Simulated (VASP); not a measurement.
# NaF (d3) (Fm-3m) in VASP: further runs

NaF (d3) is run at these levels: PBE+D3(BJ); tasks: single point, relaxation of cell and atoms.

Program: VASP 6.6.1. These are calculated values, not measurements. Logs are shortened: lines on timing, memory, paths and dates and some standing lists are left out, and cuts for length are marked.

### 1 The cell of the first run

Symmetry: Fm-3m, No. 225, cubic system. The conventional cell has a = 4.640 Å, b = 4.640 Å, c = 4.640 Å, α = 90.00°, β = 90.00°, γ = 90.00°. Na (site symmetry m-3m) has 6 F at 2.32 Å within 3.1 Å. F (site symmetry m-3m) has 6 Na at 2.32 Å within 3.1 Å.

### 2 Single point, PBE+D3(BJ)

INCAR reads:

```
SYSTEM = NaF
PREC = Accurate ; ENCUT = 600
EDIFF = 1E-6 ; ISMEAR = 0
SIGMA = 0.1 ; LREAL = .FALSE.
LASPH = .TRUE. ; NELM = 120
ALGO = Normal ; ISIF = 2
LWAVE = .FALSE. ; LCHARG = .FALSE.
GGA = PE ; IVDW = 12
NBANDS = 14 ; GGA_COMPAT = .FALSE.
```

KPOINTS reads:

```
regular mesh
0
G
  6 6 6
  0 0 0
```

POSCAR reads:

```
NaF
1.0
    0.0000000000      2.3200000000      2.3200000000
    2.3200000000      0.0000000000      2.3200000000
    2.3200000000      2.3200000000      0.0000000000
Na F
1 1
Direct
    0.0000000000      0.0000000000      0.0000000000
    0.5000000000      0.5000000000      0.5000000000
```

Potentials or basis: VASP PAW PBE potentials, release 64 (Na_pv, F).

Started as:

```sh
$ cat potpaw_PBE.64/Na_pv/POTCAR potpaw_PBE.64/F/POTCAR > POTCAR
$ mpirun -np 1 vasp_std > vasp.out
```

OUTCAR:

```text
SYSTEM = NaF
   PREC = Accurate
   ENCUT = 600
   EDIFF = 1E-6
   ISMEAR = 0
   LREAL = .FALSE.
   LASPH = .TRUE.
   NELM = 120
   ISIF = 2
   GGA = PE
   IVDW = 12
 IVDW          = 12

 ion  position               nearest neighbor table
   1  0.000  0.000  0.000-   2 2.32   2 2.32   2 2.32   2 2.32   2 2.32   2 2.32
   2  0.500  0.500  0.500-   1 2.32   1 2.32   1 2.32   1 2.32   1 2.32   1 2.32

  LATTYP: Found a face centered cubic cell.
 ALAT       =     4.6400000000

  Lattice vectors:

 A1 = (   0.0000000000,   2.3200000000,   2.3200000000)
 A2 = (   2.3200000000,   0.0000000000,   2.3200000000)
 A3 = (   2.3200000000,   2.3200000000,   0.0000000000)

Analysis of symmetry for initial positions (statically):
=====================================================================
 Subroutine PRICEL returns:
 Original cell was already a primitive cell.

 Routine SETGRP: Setting up the symmetry group for a
 face centered cubic supercell.

 Subroutine GETGRP returns: Found 48 space group operations
 (whereof 48 operations were pure point group operations)
 out of a pool of 48 trial point group operations.

The static configuration has the point symmetry O_h .

Analysis of symmetry for dynamics (positions and initial velocities):
=====================================================================
 Subroutine PRICEL returns:
 Original cell was already a primitive cell.

 Routine SETGRP: Setting up the symmetry group for a
 face centered cubic supercell.

 Subroutine GETGRP returns: Found 48 space group operations
 (whereof 48 operations were pure point group operations)
 out of a pool of 48 trial point group operations.

The dynamic configuration has the point symmetry O_h .

 Subroutine INISYM returns: Found 48 space group operations
 (whereof 48 operations are pure point group operations),
 and found     1 'primitive' translations

----------------------------------------------------------------------------------------

                                     Primitive cell

  volume of cell :      24.9743

  direct lattice vectors                    reciprocal lattice vectors
     0.000000000  2.320000000  2.320000000    -0.215517241  0.215517241  0.215517241
     2.320000000  0.000000000  2.320000000     0.215517241 -0.215517241  0.215517241
     2.320000000  2.320000000  0.000000000     0.215517241  0.215517241 -0.215517241

  length of vectors
     3.280975465  3.280975465  3.280975465     0.373286812  0.373286812  0.373286812

  position of ions in fractional coordinates (direct lattice)
     0.000000000  0.000000000  0.000000000
     0.500000000  0.500000000  0.500000000

  ion indices of the primitive-cell ions
[... 80 lines left out ...]
   EFERMI =   0.00;   METHOD = LEGACY
   ISMEAR =     0;   SIGMA  =   0.10  broadening in eV -4-tet -1-fermi 0-gaus
   EFERMI_NEDOS =   21; number of points for ismear=-14 and -15
   IALGO  =     38    algorithm
   IMIX   =      4    mixing-type and parameters
     AMIX     =   0.40;   BMIX     =  1.00
     AMIX_MAG =   1.60;   BMIX_MAG =  1.00
  volume/ion in A,a.u.               =      12.49        84.27
  Fermi-wavevector in a.u.,A,eV,Ry     =   1.349852  2.550851 24.791186  1.822101
  Thomas-Fermi vector in A             =   2.477405
   LORBIT       =      0    0 simple, 1 ext, 2 COOP (PROOUT), +10 PAW based schemes
   GGA     = PE    functional components
   LHFCALC =     F    Hartree Fock is set to
   AEXX    =    0.0000 exact exchange contribution
   IVDW    =    12    specifies the selected vdW correction
   LEPSILON=     F    determine dielectric tensor
   LRPA    =     F    only Hartree local field effects (RPA)
 non-spin polarized calculation
 Gauss-broadening in eV      SIGMA  =   0.10
  energy-cutoff  :      600.00
  volume of cell :       24.97
 maximum number of plane-waves:       869
 NGX is ok and might be reduce to    28
   NGX = 13   NGY = 13   NGZ = 13

 number of electron      14.0000006 magnetization

 Free energy of the ion-electron system (eV)
  ---------------------------------------------------
  ext. energy  EPLUGINS =         0.00000000
  ---------------------------------------------------
  free energy    TOTEN  =        -8.56461177 eV

  energy without entropy =       -8.56461177  energy(sigma->0) =       -8.56461177

 E-fermi :  -1.5828     XC(G=0):  -9.1363

 val. band max:       -2.1039745212   @ k =   0.0000   0.0000   0.0000
 cond. band min:       4.1765282328   @ k =   0.0000   0.0000   0.0000
 fundamental gap:      6.2805027540
 Fermi energy:        -1.5827623228

 k-point     1 :       0.0000    0.0000    0.0000
  band No.  band energies     occupation
      1     -21.2709      2.00000
      2     -21.0602      2.00000
      3     -21.0602      2.00000
      4     -21.0602      2.00000
      5      -2.1040      2.00000
      6      -2.1040      2.00000
      7      -2.1040      2.00000
      8       4.1765      0.00000
      9      16.8467      0.00000
     10      16.8467      0.00000
     11      16.8467      0.00000
     12      19.7039      0.00000
     13      21.8744      0.00000
     14      21.8744      0.00000
[... 241 lines left out ...]
      1     -21.4535      2.00000
      2     -21.1764      2.00000
      3     -21.1336      2.00000
      4     -20.6550      2.00000
      5      -3.1770      2.00000
      6      -2.7473      2.00000
      7      -2.6310      2.00000
      8      11.0530      0.00000
      9      11.1371      0.00000
     10      12.4408      0.00000
     11      15.5672      0.00000
     12      19.3160      0.00000
     13      23.8052      0.00000
     14      23.9561      0.00000

------------------------ aborting loop because EDIFF is reached ----------------------------------------

 Edisp (eV)   -0.34583

 E8    (eV) :    -0.1492

  FORCE on cell =-STRESS in cart. coord.  units (eV):
  Direction    XX          YY          ZZ          XY          YZ          ZX
  --------------------------------------------------------------------------------------
  -------------------------------------------------------------------------------------
  Total      -0.09315    -0.09315    -0.09315     0.00000     0.00000     0.00000
  in kB      -5.97583    -5.97583    -5.97583     0.00000     0.00000     0.00000
  external pressure =       -5.98 kB  Pullay stress =        0.00 kB

 VOLUME and BASIS-vectors are now :
 -----------------------------------------------------------------------------
  energy-cutoff  :      600.00
  volume of cell :       24.97
      direct lattice vectors                 reciprocal lattice vectors
     0.000000000  2.320000000  2.320000000    -0.215517241  0.215517241  0.215517241
     2.320000000  0.000000000  2.320000000     0.215517241 -0.215517241  0.215517241
     2.320000000  2.320000000  0.000000000     0.215517241  0.215517241 -0.215517241

 POSITION                                       TOTAL-FORCE (eV/Angst)
 -----------------------------------------------------------------------------------
      0.00000      0.00000      0.00000         0.000000      0.000000      0.000000
      2.32000      2.32000      2.32000         0.000000     -0.000000     -0.000000
 -----------------------------------------------------------------------------------
    total drift:                                0.000000      0.000000      0.000000

  FREE ENERGIE OF THE ION-ELECTRON SYSTEM (eV)
  ---------------------------------------------------
  free  energy   TOTEN  =        -8.9104383176 eV

  energy  without entropy=       -8.9104383176  energy(sigma->0) =       -8.91043832
```

OSZICAR:

```text
N       E                     dE             d eps       ncg     rms          rms(c)
DAV:   1     0.117879117007E+03    0.11788E+03   -0.82581E+03   448   0.135E+03
DAV:   2    -0.288871612787E+01   -0.12077E+03   -0.11278E+03   484   0.378E+02
DAV:   3    -0.940187229734E+01   -0.65132E+01   -0.65005E+01   568   0.752E+01
DAV:   4    -0.945894645927E+01   -0.57074E-01   -0.57070E-01   490   0.756E+00
DAV:   5    -0.945946885095E+01   -0.52239E-03   -0.52239E-03   562   0.731E-01    0.542E+00
DAV:   6    -0.857343718742E+01    0.88603E+00   -0.31005E+00   542   0.148E+01    0.183E+00
DAV:   7    -0.856276709858E+01    0.10670E-01   -0.29533E-02   460   0.206E+00    0.106E+00
DAV:   8    -0.856404832827E+01   -0.12812E-02   -0.29844E-02   478   0.342E+00    0.155E-01
DAV:   9    -0.856476586510E+01   -0.71754E-03   -0.46460E-03   550   0.641E-01    0.136E-01
DAV:  10    -0.856461406709E+01    0.15180E-03   -0.93817E-04   484   0.354E-01    0.170E-02
DAV:  11    -0.856461143184E+01    0.26352E-05   -0.32834E-05   532   0.764E-02    0.279E-03
DAV:  12    -0.856461177343E+01   -0.34159E-06   -0.15972E-06   490   0.145E-02
   1 F= -.89104383E+01 E0= -.89104383E+01  d E =-.125280E-14
```

stdout:

```text
POSCAR found type information on POSCAR NaF
 POSCAR found :  2 types and       2 ions
 scaLAPACK will be used
 LDA part: xc-table for (Slater+PW92), standard interpolation
 POSCAR, INCAR and KPOINTS ok, starting setup
 FFT: planning ... GRIDC
 FFT: planning ... GRID_SOFT
 FFT: planning ... GRID
 WAVECAR not read
 entering main loop
```

Run time: 3.9 s. Hardware: 1 thread of Intel Xeon 6975P-C (Granite Rapids), shared host; peak memory 0.15 GiB.

What came out:

```
Free energy                : -8.9104 eV
Pressure                   : -0.6 GPa
Band gap on the k mesh     : 6.28 eV, direct
Dispersion energy per atom : -0.173 eV
```

Levels at points of the mesh, in eV from the valence-band top:
| k point | band 3 | band 4 | band 5 | band 6 | band 7 | band 8 | band 9 | band 10 | band 11 | band 12 |
| --- | --- | --- | --- | --- | --- | --- | --- | --- | --- | --- |
| (0.00, 0.00, 0.00) | -18.96 | -18.96 | 0.00 | 0.00 | 0.00 | 6.28 | 18.95 | 18.95 | 18.95 | 21.81 |
| (0.50, 0.00, 0.00) | -18.97 | -18.18 | -1.58 | -0.25 | -0.25 | 10.76 | 12.44 | 20.07 | 20.07 | 22.87 |
| (0.50, 0.50, 0.00) | -19.01 | -18.92 | -1.27 | -0.40 | -0.40 | 13.12 | 13.29 | 13.57 | 19.72 | 19.72 |

As with any semilocal functional, this PBE gap is likely too small.

### 3 Single point, PBE+D3(BJ)

This run uses another cell than the first one, of 12.39 Å³/atom, 0.993 times its volume.

INCAR reads:

```
ALGO = Normal
EDIFF = 1E-6
ENCUT = 600
GGA = PE
GGA_COMPAT = False
ISIF = 2
ISMEAR = 0
IVDW = 12
LASPH = True
LCHARG = False
LREAL = False
LWAVE = False
NBANDS = 14
NELM = 120
PREC = Accurate
SIGMA = 0.02
```

KPOINTS reads:

```
k-points
0
Gamma
  8 8 8
```

POSCAR reads:

```
NaF
1.0
    0.0000000000      2.3141911803      2.3141911803
    2.3141911803      0.0000000000      2.3141911803
    2.3141911803      2.3141911803      0.0000000000
Na F
1 1
Direct
    0.0000000000      0.0000000000      0.0000000000
    0.5000000000      0.5000000000      0.5000000000
```

Potentials or basis: VASP PAW PBE potentials, release 64 (Na_pv, F).

Started as:

```sh
$ cat potpaw_PBE.64/Na_pv/POTCAR potpaw_PBE.64/F/POTCAR > POTCAR
$ mpirun -np 1 vasp_std > vasp.out
```

OUTCAR:

```text
EDIFF = 1E-6
   ENCUT = 600
   GGA = PE
   ISIF = 2
   ISMEAR = 0
   IVDW = 12
   LASPH = True
   LREAL = False
   NELM = 120
   PREC = Accurate
 IVDW          = 12

 ion  position               nearest neighbor table
   1  0.000  0.000  0.000-   2 2.31   2 2.31   2 2.31   2 2.31   2 2.31   2 2.31
   2  0.500  0.500  0.500-   1 2.31   1 2.31   1 2.31   1 2.31   1 2.31   1 2.31

  LATTYP: Found a face centered cubic cell.
 ALAT       =     4.6283823606

  Lattice vectors:

 A1 = (   0.0000000000,   2.3141911803,   2.3141911803)
 A2 = (   2.3141911803,   0.0000000000,   2.3141911803)
 A3 = (   2.3141911803,   2.3141911803,   0.0000000000)

Analysis of symmetry for initial positions (statically):
=====================================================================
 Subroutine PRICEL returns:
 Original cell was already a primitive cell.

 Routine SETGRP: Setting up the symmetry group for a
 face centered cubic supercell.

 Subroutine GETGRP returns: Found 48 space group operations
 (whereof 48 operations were pure point group operations)
 out of a pool of 48 trial point group operations.

The static configuration has the point symmetry O_h .

Analysis of symmetry for dynamics (positions and initial velocities):
=====================================================================
 Subroutine PRICEL returns:
 Original cell was already a primitive cell.

 Routine SETGRP: Setting up the symmetry group for a
 face centered cubic supercell.

 Subroutine GETGRP returns: Found 48 space group operations
 (whereof 48 operations were pure point group operations)
 out of a pool of 48 trial point group operations.

The dynamic configuration has the point symmetry O_h .

 Subroutine INISYM returns: Found 48 space group operations
 (whereof 48 operations are pure point group operations),
 and found     1 'primitive' translations

----------------------------------------------------------------------------------------

                                     Primitive cell
[... 121 lines left out ...]
   LRPA    =     F    only Hartree local field effects (RPA)
 non-spin polarized calculation
 Gauss-broadening in eV      SIGMA  =   0.02
  energy-cutoff  :      600.00
  volume of cell :       24.79
 maximum number of plane-waves:       869
 NGX is ok and might be reduce to    28
   NGX = 13   NGY = 13   NGZ = 13

 number of electron      14.0000006 magnetization

 Free energy of the ion-electron system (eV)
  ---------------------------------------------------
  ext. energy  EPLUGINS =         0.00000000
  ---------------------------------------------------
  free energy    TOTEN  =        -8.56204759 eV

  energy without entropy =       -8.56204759  energy(sigma->0) =       -8.56204759

 E-fermi :  -1.8564     XC(G=0):  -9.1722

 val. band max:       -2.0713515894   @ k =   0.0000   0.0000   0.0000
 cond. band min:       4.2498938796   @ k =   0.0000   0.0000   0.0000
 fundamental gap:      6.3212454690
 Fermi energy:        -1.8564362189

 k-point     1 :       0.0000    0.0000    0.0000
  band No.  band energies     occupation
      1     -21.2509      2.00000
      2     -21.0050      2.00000
      3     -21.0050      2.00000
      4     -21.0050      2.00000
      5      -2.0714      2.00000
      6      -2.0714      2.00000
      7      -2.0714      2.00000
      8       4.2499      0.00000
      9      16.9334      0.00000
     10      16.9334      0.00000
     11      16.9334      0.00000
     12      19.8060      0.00000
     13      21.9851      0.00000
     14      21.9851      0.00000
[... 377 lines left out ...]
      1     -21.7140      2.00000
      2     -21.0599      2.00000
      3     -21.0362      2.00000
      4     -20.3761      2.00000
      5      -3.3841      2.00000
      6      -2.6503      2.00000
      7      -2.4095      2.00000
      8       9.7425      0.00000
      9      10.6755      0.00000
     10      15.0908      0.00000
     11      16.9440      0.00000
     12      20.1327      0.00000
     13      21.1974      0.00000
     14      25.9800      0.00000

 [... further k-points ...]

------------------------ aborting loop because EDIFF is reached ----------------------------------------

 Edisp (eV)   -0.34852

 E8    (eV) :    -0.1504

  FORCE on cell =-STRESS in cart. coord.  units (eV):
  Direction    XX          YY          ZZ          XY          YZ          ZX
  --------------------------------------------------------------------------------------
  -------------------------------------------------------------------------------------
  Total      -0.03455    -0.03455    -0.03455    -0.00000     0.00000     0.00000
  in kB      -2.23349    -2.23349    -2.23349    -0.00000     0.00000     0.00000
  external pressure =       -2.23 kB  Pullay stress =        0.00 kB

 VOLUME and BASIS-vectors are now :
 -----------------------------------------------------------------------------
  energy-cutoff  :      600.00
  volume of cell :       24.79
      direct lattice vectors                 reciprocal lattice vectors
     0.000000000  2.314191180  2.314191180    -0.216058208  0.216058208  0.216058208
     2.314191180  0.000000000  2.314191180     0.216058208 -0.216058208  0.216058208
     2.314191180  2.314191180  0.000000000     0.216058208  0.216058208 -0.216058208

 POSITION                                       TOTAL-FORCE (eV/Angst)
 -----------------------------------------------------------------------------------
      0.00000      0.00000      0.00000        -0.000000     -0.000000      0.000000
      2.31419      2.31419      2.31419         0.000000      0.000000     -0.000000
 -----------------------------------------------------------------------------------
    total drift:                                0.000000      0.000000      0.000000

  FREE ENERGIE OF THE ION-ELECTRON SYSTEM (eV)
  ---------------------------------------------------
  free  energy   TOTEN  =        -8.9105682279 eV

  energy  without entropy=       -8.9105682279  energy(sigma->0) =       -8.91056823
```

OSZICAR:

```text
N       E                     dE             d eps       ncg     rms          rms(c)
DAV:   1     0.121540636948E+03    0.12154E+03   -0.83509E+03   818   0.135E+03
DAV:   2    -0.258089643933E+01   -0.12412E+03   -0.11569E+03   884   0.366E+02
DAV:   3    -0.939242334630E+01   -0.68115E+01   -0.67922E+01  1004   0.771E+01
DAV:   4    -0.945507905709E+01   -0.62656E-01   -0.62649E-01   890   0.770E+00
DAV:   5    -0.945570704901E+01   -0.62799E-03   -0.62799E-03  1004   0.769E-01    0.542E+00
DAV:   6    -0.857063156039E+01    0.88508E+00   -0.30656E+00   984   0.149E+01    0.183E+00
DAV:   7    -0.856019610522E+01    0.10435E-01   -0.30632E-02   836   0.209E+00    0.106E+00
DAV:   8    -0.856148620574E+01   -0.12901E-02   -0.29488E-02   884   0.339E+00    0.153E-01
DAV:   9    -0.856216332472E+01   -0.67712E-03   -0.43735E-03   962   0.625E-01    0.127E-01
DAV:  10    -0.856204963598E+01    0.11369E-03   -0.82428E-04   878   0.338E-01    0.168E-02
DAV:  11    -0.856204722236E+01    0.24136E-05   -0.29786E-05   950   0.729E-02    0.283E-03
DAV:  12    -0.856204759222E+01   -0.36985E-06   -0.15205E-06   890   0.139E-02
   1 F= -.89105682E+01 E0= -.89105682E+01  d E =-.469328E-54
```

stdout:

```text
POSCAR found type information on POSCAR NaF
 POSCAR found :  2 types and       2 ions
 scaLAPACK will be used
 LDA part: xc-table for (Slater+PW92), standard interpolation
 POSCAR, INCAR and KPOINTS ok, starting setup
 FFT: planning ... GRIDC
 FFT: planning ... GRID_SOFT
 FFT: planning ... GRID
 WAVECAR not read
 entering main loop
```

It took 5.8 s on 1 thread of Intel Xeon 6975P-C (Granite Rapids), shared host; peak memory 0.15 GiB.

Results:

```
Free energy                : -8.9106 eV
Pressure                   : -0.2 GPa
Band gap on the k mesh     : 6.32 eV, direct
Dispersion energy per atom : -0.174 eV
```

(Continued in part 2 of 2.)
